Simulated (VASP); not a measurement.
Input of a VASP 6.6.1 run:

INCAR

```
PREC = Accurate
ENCUT = 520
EDIFF = 1E-6
ISMEAR = -1
SIGMA = 0.01
LREAL = F
LASPH = T
NELM = 120
ALGO = Normal
ISIF = 2
LWAVE = F
LCHARG = F
GGA = CA
NBANDS = 117
GGA_COMPAT = F
```

KPOINTS

```
Automatic mesh
0
Gamma
  1 1 1
  0.25 0.25 0.25
```

File POSCAR:

```
Ti8O17
1.0
    4.6435389800      4.6435389800      0.0000000000
   -4.6435389800      4.6435389800      0.0000000000
    0.0000000000      0.0000000000      5.9273749100
Ti O
8 17
Direct
   -0.0221233500      0.5067745500     -0.0202613900
    0.5042280700      0.0249451600      0.0162574000
    0.0025004900     -0.0034372700      0.2605029300
    0.5136212300      0.5117712100      0.2630192500
    0.0120195400      0.4960299300      0.4933683200
    0.5063837100      0.0137056100      0.5178701700
    0.0060171900      0.0091539600      0.7599516700
    0.4942807000      0.5219682600      0.7603821100
    0.1943673100      0.4222809300      0.2134832200
    0.6901079900      0.0092218900      0.2561096700
   -0.0181181200      0.1982451600      0.0026811400
    0.5079600800      0.7025001100      0.0015422000
   -0.0089704900      0.8098179800      0.0004118700
    0.5159869800      0.3146338900     -0.0000020400
    0.2991204100      0.0105809900      0.2495457100
    0.8106240400      0.5153715800      0.2544770300
    0.1949282000      0.5107676100      0.7562901200
    0.6873568100      0.0160971400      0.7559868700
   -0.0019993600      0.2019967100      0.5045724000
    0.5272994800      0.7090220000      0.5194433200
   -0.0211370200      0.8194099100      0.5124620600
    0.4983405300      0.3181576700      0.4981705300
    0.3001986500      0.0085120500      0.7515750800
    0.8088694800      0.4969686100      0.7382575100
    0.2257030700      0.6235596500      0.3079538200
```

Potentials or basis: VASP PAW LDA potentials, release 64 (Ti_sv, O).

The run is started by

```bash
$ cat potpaw_LDA.64/Ti_sv/POTCAR potpaw_LDA.64/O/POTCAR > POTCAR
$ mpirun -np 1 vasp_std > vasp.out
```

(1) Predict the largest force.

(2) What does it give for the band gap on the k mesh?

(3) What does it give for the pressure?

Results:

(1) 0.267 eV/Å.

(2) 2.30 eV.

(3) -7.1 GPa.
